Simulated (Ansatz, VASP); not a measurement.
**One calculation of Ta2SiO3, two programs**

```
CELL_PARAMETERS angstrom
6.59020 0.00000 0.00000
-3.29510 5.70728 0.00000
0.00000 0.00000 2.81473
ATOMIC_POSITIONS crystal
Ta 0.33333 0.66667 0.50000
Ta 0.66667 0.33333 0.50000
Si 0.00000 0.00000 0.00000
O 0.50000 0.00000 0.50000
O 0.00000 0.50000 0.50000
O 0.50000 0.50000 0.50000
```

Alike in both runs: functional PBE; k mesh 6 × 6 × 6; occupations gaussian, width 0.1 eV; no spin polarisation.

Ansatz relaxed the structure, and its values are those at the end. VASP's run is a single point on that final structure, the one shown.

|  | VASP | Ansatz |
| --- | --- | --- |
| version | VASP 6.6.1 | Ansatz 0.2.0 |
| potentials or method | VASP PAW PBE potentials, release 64 (Ta_pv, Si, O), cutoff 520 eV | scalar-relativistic, plane waves, PAW |
| valence electrons in the cell | 44 | 48 |

```tsv
	VASP	Ansatz	Ansatz less VASP
gap on the k mesh at the Fermi level (eV)	none	none	-
pressure (GPa)	0.6	0.0	-0.56
```

A gap of «none» marks a metal or a gap that the smearing closes. VASP's potentials hold 44 valence electrons a cell and Ansatz's 48, so a difference there can come from the potentials and not from the codes.

The k mesh is coarse, so the values compare programs but aren't converged. Spin-orbit coupling is off throughout.
